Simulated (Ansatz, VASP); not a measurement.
**One calculation of Li3OF, two programs**

The input INCAR:

```
  PREC = Accurate
  ENCUT = 520
  EDIFF = 1E-6
  ISMEAR = 0
  SIGMA = 0.01
  LREAL = F
  LASPH = T
  NELM = 80
  ALGO = Normal
  ISIF = 2
  LWAVE = F
  LCHARG = T
  GGA = PE
  LELF = T
  LVHAR = T
  NBANDS = 19
```

File KPOINTS:

```
Automatic mesh
0
Gamma
  6 6 6
```

File POSCAR:

```
Li3OF
1.0
    3.7531894435      0.0000000000      0.0000000000
    0.0000000000      3.7531894435      0.0000000000
    0.0000000000      0.0000000000      3.7531894435
F O Li
1 1 3
Direct
    0.0000000000      0.0000000000      0.0000000000
    0.5000000000      0.5000000000      0.5000000000
    0.5000000000      0.5000000000      0.0000000000
    0.5000000000      0.0000000000      0.5000000000
    0.0000000000      0.5000000000      0.5000000000
```

Input for Ansatz:

```yaml
crystal:
  lattice:
    - [3.7531894435, 0.0, 0.0]
    - [0.0, 3.7531894435, 0.0]
    - [0.0, 0.0, 3.7531894435]
  atoms:
    - { symbol: F, position: [0.0, 0.0, 0.0] }
    - { symbol: O, position: [0.5, 0.5, 0.5] }
    - { symbol: Li, position: [0.5, 0.5, 0.0] }
    - { symbol: Li, position: [0.5, 0.0, 0.5] }
    - { symbol: Li, position: [0.0, 0.5, 0.5] }
kpoints:
  mp_grid: { grid: [6, 6, 6] }
hamiltonian:
  xc: pbe
scf:
  occupations: { method: fixed }
  n_extra_bands: 5
output:
  forces: true
  stress: true
  eigenvalues: true
```

Alike in both runs: task single point; functional PBE; k mesh 6 × 6 × 6; no spin polarisation.

|  | VASP | Ansatz |
| --- | --- | --- |
| version | VASP 6.6.1 | Ansatz 0.2.0 |
| potentials or method | VASP PAW PBE potentials, release 64 (F, O, Li_sv) | plane waves, PAW |
| plane-wave cutoff (eV) | 520 | 420 |
| occupations | gaussian, width 0.01 eV | fixed |
| valence electrons in the cell | 22 | 22 |

```csv
,VASP,Ansatz,Ansatz less VASP
gap on the k mesh at the Fermi level (eV),4.55,4.54,-0.002
```

Noted on VASP's run: the cutoff is short for stress, so the pressure is rough.
